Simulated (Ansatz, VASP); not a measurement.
C: VASP beside Ansatz

The input INCAR:

```
SYSTEM = C
PREC = Accurate ; ENCUT = 520
EDIFF = 1E-6 ; ISMEAR = 0
SIGMA = 0.1 ; LREAL = .FALSE.
LASPH = .TRUE. ; NELM = 100
ALGO = Normal ; ISIF = 2
LWAVE = .FALSE. ; LCHARG = .TRUE.
LELF = .TRUE. ; LVHAR = .TRUE.
NBANDS = 16
```

Contents of KPOINTS:

```
regular mesh
0
G
  10 10 4
  0 0 0
```

The input POSCAR:

```
C
1.0
    1.2159619696     -2.1479622876      0.0091232276
    1.2232502972      2.1521701653     -0.0413730204
   -0.0941886657     -0.0851463517      7.1476530721
C
4
Direct
    0.1034933285      0.9456230676      0.7488005552
    0.5908149738      0.4138432831      0.2394105085
    0.9242568809      0.0859987362      0.2421136921
    0.4285181549      0.5893271320      0.7486182121
```

Input for Ansatz:

```yaml
crystal:
  lattice:
    - [1.2159619696, -2.1479622876, 0.0091232276]
    - [1.2232502972, 2.1521701653, -0.0413730204]
    - [-0.0941886657, -0.0851463517, 7.1476530721]
  atoms:
    - { symbol: C, position: [0.1034933285, 0.9456230676, 0.7488005552] }
    - { symbol: C, position: [0.5908149738, 0.4138432831, 0.2394105085] }
    - { symbol: C, position: [0.9242568809, 0.0859987362, 0.2421136921] }
    - { symbol: C, position: [0.4285181549, 0.589327132, 0.7486182121] }
basis:
  ecutwfc: 420
kpoints:
  mp_grid: { grid: [10, 10, 4] }
hamiltonian:
  xc: lda
scf:
  occupations: { method: gaussian, width: 0.1 }
output:
  forces: true
  stress: true
  eigenvalues: true
```

Change from the starting cell: kmesh displaced: [10, 10, 4] Gamma-centred.

Alike in both runs: task single point; functional LDA; k mesh 10 × 10 × 4; occupations gaussian, width 0.1 eV; no spin polarisation.

|  | VASP | Ansatz |
| --- | --- | --- |
| version | VASP 6.6.1 | Ansatz 0.2.0 |
| potentials or method | VASP PAW LDA potentials, release 64 (C), cutoff 520 eV | scalar-relativistic, plane waves, PAW |
| valence electrons in the cell | 16 | 16 |

VASP gave:

```
gap on the k mesh at the Fermi level (eV)                     : 0.99
least direct gap on the mesh (eV)                             : 0.99
pressure (GPa)                                                : -4.0
traceless stress, the component that is largest in VASP (GPa) : -10.22
rms of the force components (eV/Å)                            : 1.223
```

Task: Estimate Ansatz's values.

Result: gap on the k mesh at the Fermi level (eV): 0.99; least direct gap on the mesh (eV): 0.99; pressure (GPa): -4.7; traceless stress, the component that is largest in VASP (GPa): -10.64; rms of the force components (eV/Å): 1.226.

LDA's correlation is that of Perdew and Zunger in VASP and of Perdew and Wang (1992) in Ansatz. Atom by atom the forces differ by 0.003 eV/Å (rms over components).
